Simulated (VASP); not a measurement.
AlP, 2 atoms in the cell. The structure is cubic, space group F-43m (No. 216). The conventional cell has a = 5.435 Å, b = 5.435 Å, c = 5.435 Å, α = 90.00°, β = 90.00°, γ = 90.00°. Al (site symmetry -43m) has 4 P at 2.35 Å within 3.1 Å. Within 3.1 Å of P (site symmetry -43m) lie 4 Al at 2.35 Å. 

```yaml
Program: VASP 6.6.1
Task: single point
Functional: LDA
Potentials_or_basis: VASP PAW LDA potentials, release 64 (Al, P)
Cutoff: 520 eV
k_mesh: 6 × 6 × 6
Occupations: fermi-dirac, width 0.02 eV
Spin: no spin polarisation
Dipole_correction: no
Further_INCAR_settings: ALGO = Normal; EDIFF = 1e-06; NBANDS = 11
```

Potentials or basis: VASP PAW LDA potentials, release 64 (Al, P).

Launch:

```sh
$ cat potpaw_LDA.64/Al/POTCAR potpaw_LDA.64/P/POTCAR > POTCAR
$ mpirun -np 1 vasp_std > vasp.out
```

Hardware: 1 thread of Intel(R) Xeon(R) Platinum 8559C (Emerald Rapids) (shared host).

Problem. Estimate the wall time of this run.

Solution. Run time: 4.4 s on 1 thread of Intel(R) Xeon(R) Platinum 8559C (Emerald Rapids) (shared host), peak memory 0.13 GiB. Counts: scf iterations 12, k points 16.
